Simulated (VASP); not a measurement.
# F (Pm-3m) in VASP: single point with PBEsol

Aim: the single point of F with PBEsol.

All numbers are computed with VASP 6.6.1; they aren't measurements. Logs are shortened: lines on timing, memory, paths and dates and some standing lists are left out, and cuts for length are marked.

### 1 The cell of the first run

It takes space group Pm-3m (No. 221, cubic). Conventional cell: a = 4.568 Å, b = 4.568 Å, c = 4.568 Å, α = 90.00°, β = 90.00°, γ = 90.00°. F (site symmetry 4/mmm) has 8 F at 3.23 Å within 4.2 Å.

### 2 Single point, PBEsol

File INCAR:

```
SYSTEM = F
PREC = Accurate
ENCUT = 520
EDIFF = 1E-6
ISMEAR = 1
SIGMA = 0.1
LREAL = .FALSE.
LASPH = .TRUE.
NELM = 100
ALGO = Normal
ISIF = 2
LWAVE = .FALSE.
LCHARG = .FALSE.
GGA = PS
NBANDS = 18
```

File KPOINTS:

```
Automatic mesh
0
G
  5 5 5
  0 0 0
```

File POSCAR:

```
F
1.0
    4.5676770000      0.0000000000      0.0000000000
    0.0000000000      4.5676770000      0.0000000000
    0.0000000000      0.0000000000      4.5676770000
F
3
Direct
    0.0000000000      0.0000000000      0.5000000000
    0.5000000000      0.0000000000      0.0000000000
    0.0000000000      0.5000000000      0.0000000000
```

Potentials or basis: VASP PAW PBE potentials, release 64 (F).

The run is started by

```console
$ cat potpaw_PBE.64/F/POTCAR > POTCAR
$ mpirun -np 1 vasp_std > vasp.out
```

OUTCAR:

```text
SYSTEM = F
   PREC = Accurate
   ENCUT = 520
   EDIFF = 1E-6
   ISMEAR = 1
   LREAL = .FALSE.
   LASPH = .TRUE.
   NELM = 100
   ISIF = 2
   GGA = PS

 ion  position               nearest neighbor table
   1  0.000  0.000  0.500-
   2  0.500  0.000  0.000-
   3  0.000  0.500  0.000-

  LATTYP: Found a simple cubic cell.
 ALAT       =     4.5676770000

  Lattice vectors:

 A1 = (   4.5676770000,   0.0000000000,   0.0000000000)
 A2 = (   0.0000000000,   4.5676770000,   0.0000000000)
 A3 = (   0.0000000000,   0.0000000000,   4.5676770000)

Analysis of symmetry for initial positions (statically):
=====================================================================
 Subroutine PRICEL returns:
 Original cell was already a primitive cell.

 Routine SETGRP: Setting up the symmetry group for a
 simple cubic supercell.

 Subroutine GETGRP returns: Found 48 space group operations
 (whereof 48 operations were pure point group operations)
 out of a pool of 48 trial point group operations.

The static configuration has the point symmetry O_h .

Analysis of symmetry for dynamics (positions and initial velocities):
=====================================================================
 Subroutine PRICEL returns:
 Original cell was already a primitive cell.

 Routine SETGRP: Setting up the symmetry group for a
 simple cubic supercell.

 Subroutine GETGRP returns: Found 48 space group operations
 (whereof 48 operations were pure point group operations)
 out of a pool of 48 trial point group operations.

The dynamic configuration has the point symmetry O_h .

 Subroutine INISYM returns: Found 48 space group operations
 (whereof 48 operations are pure point group operations),
 and found     1 'primitive' translations

----------------------------------------------------------------------------------------

                                     Primitive cell

  volume of cell :      95.2985

  direct lattice vectors                    reciprocal lattice vectors
     4.567677000  0.000000000  0.000000000     0.218929666  0.000000000  0.000000000
     0.000000000  4.567677000  0.000000000     0.000000000  0.218929666  0.000000000
     0.000000000  0.000000000  4.567677000     0.000000000  0.000000000  0.218929666

  length of vectors
     4.567677000  4.567677000  4.567677000     0.218929666  0.218929666  0.218929666

  position of ions in fractional coordinates (direct lattice)
     0.000000000  0.000000000  0.500000000
     0.500000000  0.000000000  0.000000000
     0.000000000  0.500000000  0.000000000

  ion indices of the primitive-cell ions
   primitive index   ion index
                 1           1
                 2           2
                 3           3

----------------------------------------------------------------------------------------

 KPOINTS: Automatic mesh

Automatic generation of k-mesh.
 Grid dimensions read from file:
 generate k-points for:    5    5    5

 Generating k-lattice:

  Cartesian coordinates                     Fractional coordinates (reciprocal lattice)
     0.043785933  0.000000000  0.000000000     0.200000000  0.000000000  0.000000000
     0.000000000  0.043785933  0.000000000     0.000000000  0.200000000  0.000000000
     0.000000000  0.000000000  0.043785933     0.000000000  0.000000000  0.200000000

  Length of vectors
     0.043785933  0.043785933  0.043785933

  Shift w.r.t. Gamma in fractional coordinates (k-lattice)
     0.000000000  0.000000000  0.000000000

 Subroutine IBZKPT returns following result:
 ===========================================

 Found     10 irreducible k-points:

 Following reciprocal coordinates:
            Coordinates               Weight
  0.000000  0.000000  0.000000      1.000000
  0.200000  0.000000  0.000000      6.000000
  0.400000  0.000000  0.000000      6.000000
  0.200000  0.200000  0.000000     12.000000
  0.400000  0.200000  0.000000     24.000000
  0.400000  0.400000  0.000000     12.000000
  0.200000  0.200000  0.200000      8.000000
  0.400000  0.200000  0.200000     24.000000
  0.400000  0.400000  0.200000     24.000000
  0.400000  0.400000  0.400000      8.000000
   k-points           NKPTS =     10   k-points in BZ     NKDIM =     10   number of bands    NBANDS=     18
   number of dos      NEDOS =    301   number of ions     NIONS =      3
   total plane-waves  NPLWV =  46656
   dimension x,y,z NGX =    36 NGY =   36 NGZ =   36
   dimension x,y,z NGXF=    72 NGYF=   72 NGZF=   72
   ions per type =               3
   NGX,Y,Z   is equivalent  to a cutoff of  13.10, 13.10, 13.10 a.u.
   NGXF,Y,Z  is equivalent  to a cutoff of  26.21, 26.21, 26.21 a.u.
 SYSTEM =  F
   PREC   = accura    normal or accurate (medium, high low for compatibility)
   ISTART =      0    job   : 0-new  1-cont  2-samecut
   ICHARG =      2    charge: 1-file 2-atom 10-const
   ISPIN  =      1    spin polarized calculation?
   LNONCOLLINEAR =      F non collinear calculations
   LSORBIT =      F    spin-orbit coupling
   LASPH  =      T    aspherical Exc in radial PAW
   ENCUT  =  520.0 eV  38.22 Ry    6.18 a.u.   8.49  8.49  8.49*2*pi/ulx,y,z
   NELM   =    100;   NELMIN=  2; NELMDL= -5     # of ELM steps
   EDIFF  = 0.1E-05   stopping-criterion for ELM
   LREAL  =      F    real-space projection
   EDIFFG = 0.1E-04   stopping-criterion for IOM
   NSW    =      0    number of steps for IOM
   IBRION =     -1    ionic relax: 0-MD 1-quasi-New 2-CG
   NFREE  =      0    steps in history (QN), initial steepest desc. (CG)
   ISIF   =      2    stress and relaxation
   ISYM   =      2    0-nonsym 1-usesym 2-fastsym
   POTIM  = 0.5000    time-step for ionic-motion
   TEBEG  =    0.0;   TEEND  =   0.0 temperature during run
   PSTRESS=    0.0 pullay stress
   NELECT =      21.0000    total number of electrons
   NUPDOWN=      -1.0000    fix difference up-down
   EMIN   =  10.00;   EMAX   =-10.00  energy-range for DOS
   EFERMI =   0.00;   METHOD = LEGACY
   ISMEAR =     1;   SIGMA  =   0.10  broadening in eV -4-tet -1-fermi 0-gaus
   EFERMI_NEDOS =   21; number of points for ismear=-14 and -15
   IALGO  =     38    algorithm
   IMIX   =      4    mixing-type and parameters
     AMIX     =   0.40;   BMIX     =  1.00
     AMIX_MAG =   1.60;   BMIX_MAG =  1.00
  volume/ion in A,a.u.               =      31.77       214.37
  Fermi-wavevector in a.u.,A,eV,Ry     =   0.988824  1.868607 13.303421  0.977774
  Thomas-Fermi vector in A             =   2.120379
   LORBIT       =      0    0 simple, 1 ext, 2 COOP (PROOUT), +10 PAW based schemes
   GGA     = PS    functional components
   LHFCALC =     F    Hartree Fock is set to
   AEXX    =    0.0000 exact exchange contribution
   IVDW    =     0    specifies the selected vdW correction
   LEPSILON=     F    determine dielectric tensor
   LRPA    =     F    only Hartree local field effects (RPA)
 non-spin polarized calculation
 Methfessel and Paxton  Order N= 1 SIGMA  =   0.10
  energy-cutoff  :      520.00
  volume of cell :       95.30
 maximum number of plane-waves:      2587
 NGX is ok and might be reduce to    36
   NGX = 17   NGY = 17   NGZ = 17

 number of electron      21.0000040 magnetization

 Free energy of the ion-electron system (eV)
  ---------------------------------------------------
  ext. energy  EPLUGINS =         0.00000000
  ---------------------------------------------------
  free energy    TOTEN  =        -0.87654342 eV

  energy without entropy =       -0.83156981  energy(sigma->0) =       -0.86155221

 E-fermi :  -8.9539     XC(G=0):  -5.2825

 val. band max:       -8.9546055839   @ k =   0.2000   0.2000   0.0000
 cond. band min:      -8.9537403698   @ k =   0.4000   0.4000   0.0000
 fundamental gap:      0.0008652142
 Fermi energy:        -8.9539143375

 k-point     1 :       0.0000    0.0000    0.0000
  band No.  band energies     occupation
      1     -27.9557      2.00000
      2     -27.8065      2.00000
      3     -27.8065      2.00000
      4      -9.5097      2.00000
      5      -9.5097      2.00000
      6      -9.5097      2.00000
[... 10 lines left out ...]
     17       7.9750      0.00000
     18       7.9750      0.00000

 k-point     2 :       0.2000    0.0000    0.0000
  band No.  band energies     occupation
      1     -27.9426      2.00000
      2     -27.8190      2.00000
      3     -27.8065      2.00000
      4      -9.4755      2.00000
      5      -9.4755      2.00000
      6      -9.4694      2.00000
[... 10 lines left out ...]
     17       8.1223      0.00000
     18       8.1223      0.00000

 k-point     3 :       0.4000    0.0000    0.0000
  band No.  band energies     occupation
      1     -27.9136      2.00000
      2     -27.8477      2.00000
      3     -27.8060      2.00000
      4      -9.4039      2.00000
      5      -9.4039      2.00000
      6      -9.3493      2.00000
[... 10 lines left out ...]
     17       8.5316      0.00000
     18       8.5522      0.00000

 k-point     4 :       0.2000    0.2000    0.0000
  band No.  band energies     occupation
      1     -27.9313      2.00000
      2     -27.8237      2.00000
      3     -27.8130      2.00000
      4      -9.5134      2.00000
      5      -9.4406      2.00000
      6      -9.3748      2.00000
[... 10 lines left out ...]
     17       8.2778      0.00000
     18       9.7350      0.00000

 k-point     5 :       0.4000    0.2000    0.0000
  band No.  band energies     occupation
      1     -27.9036      2.00000
      2     -27.8478      2.00000
      3     -27.8153      2.00000
      4      -9.4767      2.00000
      5      -9.3660      2.00000
      6      -9.3273      2.00000
[... 10 lines left out ...]
     17       8.7117      0.00000
     18       9.4146      0.00000

 k-point     6 :       0.4000    0.4000    0.0000
  band No.  band energies     occupation
      1     -27.8793      2.00000
      2     -27.8504      2.00000
      3     -27.8358      2.00000
      4      -9.5194      2.00000
      5      -9.4370      2.00000
      6      -9.2754      2.00005
[... 10 lines left out ...]
     17       9.2053      0.00000
     18      10.1099      0.00000

 k-point     7 :       0.2000    0.2000    0.2000
  band No.  band energies     occupation
      1     -27.9208      2.00000
      2     -27.8233      2.00000
      3     -27.8233      2.00000
      4      -9.5613      2.00000
      5      -9.3579      2.00000
      6      -9.3579      2.00000
[... 10 lines left out ...]
     17       8.8088      0.00000
     18       9.7726      0.00000

 k-point     8 :       0.4000    0.2000    0.2000
  band No.  band energies     occupation
      1     -27.8951      2.00000
      2     -27.8474      2.00000
      3     -27.8228      2.00000
      4      -9.5636      2.00000
      5      -9.3542      2.00000
      6      -9.3218      2.00000
[... 10 lines left out ...]
     17       7.6660      0.00000
     18       8.5361      0.00000

 k-point     9 :       0.4000    0.4000    0.2000
  band No.  band energies     occupation
      1     -27.8745      2.00000
      2     -27.8498      2.00000
      3     -27.8393      2.00000
      4      -9.6317      2.00000
      5      -9.4397      2.00000
      6      -9.3303      2.00000
[... 10 lines left out ...]
     17       7.4558      0.00000
     18       8.6500      0.00000

 k-point    10 :       0.4000    0.4000    0.4000
  band No.  band energies     occupation
      1     -27.8633      2.00000
      2     -27.8493      2.00000
      3     -27.8493      2.00000
      4      -9.7445      2.00000
      5      -9.4411      2.00000
      6      -9.4302      2.00000
[... 10 lines left out ...]
     17       6.6747      0.00000
     18       7.4433      0.00000

------------------------ aborting loop because EDIFF is reached ----------------------------------------

  FORCE on cell =-STRESS in cart. coord.  units (eV):
  Direction    XX          YY          ZZ          XY          YZ          ZX
  --------------------------------------------------------------------------------------
  -------------------------------------------------------------------------------------
  Total       -1.6084770     -1.6084770     -1.6084770      0.0000000     -0.0000000      0.0000000
  in kB      -27.0420295    -27.0420295    -27.0420295      0.0000000     -0.0000000      0.0000000
  external PRESSURE =     -27.0420295 kB  Pullay stress =       0.0000000 kB

 VOLUME and BASIS-vectors are now :
 -----------------------------------------------------------------------------
  energy-cutoff  :      520.00
  volume of cell :       95.30
      direct lattice vectors                 reciprocal lattice vectors
     4.567677000  0.000000000  0.000000000     0.218929666  0.000000000  0.000000000
     0.000000000  4.567677000  0.000000000     0.000000000  0.218929666  0.000000000
     0.000000000  0.000000000  4.567677000     0.000000000  0.000000000  0.218929666

 POSITION                                       TOTAL-FORCE (eV/Angst)
 -----------------------------------------------------------------------------------
      0.00000      0.00000      2.28384         0.000000      0.000000      0.000000
      2.28384      0.00000      0.00000         0.000000      0.000000      0.000000
      0.00000      2.28384      0.00000         0.000000      0.000000      0.000000
 -----------------------------------------------------------------------------------
    total drift:                                0.000000      0.000000     -0.000000

  FREE ENERGIE OF THE ION-ELECTRON SYSTEM (eV)
  ---------------------------------------------------
  free  energy   TOTEN  =        -0.8765434168 eV

  energy  without entropy=       -0.8315698075  energy(sigma->0) =       -0.86155221
```

Wall time 30 s (1 thread of AMD EPYC 7R13, shared host); peak memory 0.16 GiB.

Results:

```
Free energy            : -0.8765 eV
Pressure               : -2.7 GPa
Band gap on the k mesh : zero (an odd number of electrons rules out a gap without spin polarisation)
```

Caveat: the atoms stand far beyond bonding distance, and open shells without spin polarisation read as a metal; the PAW data sets were made with another functional, which shifts forces and pressure a little; an odd number of electrons without spin polarisation forces a metal; a magnetic or distorted state may lie lower.
